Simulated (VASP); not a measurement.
Wanted: the native input for a VASP 6.6.1 run.

- Task: single point
- Functional: PBEsol
- Potentials or basis: VASP PAW PBE potentials, release 64 (Ti_sv, Co)
- Cutoff: 520 eV
- k mesh: 10 × 10 × 10
- Occupations: gaussian, width 0.1 eV
- Spin: collinear spin, ferromagnetic start
- Starting moments: [0.0, 0.0, 0.0, 0.0, 1.11, 1.11] μB
- Dipole correction: no
- Further INCAR settings: ALGO = Normal; EDIFF = 1e-06; NBANDS = 46

The structure of Ti2Co lies in POSCAR:

```
Ti2Co
1.0
    0.0000000000      3.5593033761      3.5593033761
    3.5593033761      0.0000000000      3.5593033761
    3.5593033761      3.5593033761      0.0000000000
Ti Co
4 2
Direct
    0.1250000000      0.1250000000      0.1250000000
    0.6250000000      0.1250000000      0.1250000000
    0.1250000000      0.1250000000      0.6250000000
    0.1250000000      0.6250000000      0.1250000000
    0.5000000000      0.5000000000      0.5000000000
    0.7500000000      0.7500000000      0.7500000000
```

This cell differs from its parent crystal: equal strain along all axes, cell held: +2.0 %.

One way to write it, as run:

INCAR

```
SYSTEM = Ti2Co
PREC = Accurate ; ENCUT = 520
EDIFF = 1E-6 ; ISMEAR = 0
SIGMA = 0.1 ; LREAL = .False.
LASPH = .True. ; NELM = 150
ALGO = Normal ; ISIF = 2
LWAVE = .False. ; LCHARG = .True.
ISPIN = 2 ; MAGMOM = 0 0 0 0 1.11 1.11
LORBIT = 11 ; LMAXMIX = 4
GGA = PS ; LELF = .True.
LVHAR = .True. ; NBANDS = 46
```

KPOINTS

```
regular mesh
0
Gamma
  10 10 10
  0 0 0
```

Potentials or basis: VASP PAW PBE potentials, release 64 (Ti_sv, Co).

Launch:

```bash
$ cat potpaw_PBE.64/Ti_sv/POTCAR potpaw_PBE.64/Co/POTCAR > POTCAR
$ mpirun -np 1 vasp_std > vasp.out
```

It gave:

```yaml
Pressure: -6.2 GPa
Net_moment: 2.12 μB per cell
Site_moments: Ti -0.01; Co +1.21 μB
Valence_electrons_inside_the_program's_atomic_spheres: Ti 10.52; Co 7.89
```

Caveat: the cell differs from its parent crystal (equal strain along all axes, cell held: +2.0 %); the cell stands under tension; the PAW data sets were made with another functional, which shifts forces and pressure a little.

Run time: 8 min on 1 thread of Intel(R) Xeon(R) Platinum 8488C (Sapphire Rapids) (shared host), peak memory 0.47 GiB.
